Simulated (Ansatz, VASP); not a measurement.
CsH: VASP beside Ansatz

File POSCAR:

```
CsH
1.0
   -0.0797000000      3.1880000000      3.1880000000
    3.1880000000     -0.0797000000      3.1880000000
    3.1083000000      3.1083000000      0.0000000000
Cs H
1 1
Direct
    0.0000000000      0.0000000000      0.0000000000
    0.5000000000      0.5000000000      0.5000000000
```

INCAR.step1

```
SYSTEM = CsH
ALGO = Normal
EDIFF = 1E-4
ENCUT = 520
GGA = PE
ISMEAR = 0
LASPH = .True.
LCHARG = .False.
LREAL = .False.
LWAVE = .True.
NBANDS = 12
NELM = 80
PREC = Accurate
SIGMA = 0.05
```

File INCAR.step2:

```
SYSTEM = CsH
ALGO = Normal
EDIFF = 1E-6
ENCUT = 520
ISIF = 2
ISMEAR = 0
ISTART = 1
LASPH = .True.
LCHARG = .False.
LMIXTAU = .True.
LREAL = .False.
LWAVE = .False.
METAGGA = R2SCAN
NBANDS = 12
NELM = 80
PREC = Accurate
SIGMA = 0.05
```

File KPOINTS:

```
k-points
0
Gamma
  6 6 6
  0 0 0
```

Input for Ansatz:

```yaml
crystal:
  lattice:
    - [-0.0797, 3.188, 3.188]
    - [3.188, -0.0797, 3.188]
    - [3.1083, 3.1083, 0.0]
  atoms:
    - { symbol: Cs, position: [0.0, 0.0, 0.0] }
    - { symbol: H, position: [0.5, 0.5, 0.5] }
basis:
  ecutwfc: 500
kpoints:
  mp_grid: { grid: [6, 6, 6] }
hamiltonian:
  xc: r2scan
scf:
  occupations: { method: gaussian, width: 0.05 }
output:
  forces: true
  stress: true
  eigenvalues: true
```

Change from the starting cell: strain -0.0500 x Voigt [0, 0, 0, 0, 0, 1], atoms carried along.

Alike in both runs: task single point; functional r2SCAN; k mesh 6 × 6 × 6; occupations gaussian, width 0.05 eV; no spin polarisation.

```csv
,VASP,Ansatz
version,VASP 6.6.1,Ansatz 0.2.0
potentials or method,"VASP PAW PBE potentials, release 64 (Cs_sv, H), cutoff 520 eV","scalar-relativistic, plane waves, PAW"
valence electrons in the cell,10,10
```

```csv
,VASP,Ansatz,Ansatz less VASP
gap on the k mesh at the Fermi level (eV),2.65,2.67,+0.018
least direct gap on the mesh (eV),2.65,2.67,+0.018
pressure (GPa),0.0,0.0,-0.03
"traceless stress, the component that is largest in VASP (GPa)",0.23,0.23,-0.001
```

VASP's potentials were made for PBE, not for r2SCAN.

Neither program's run includes spin-orbit coupling.
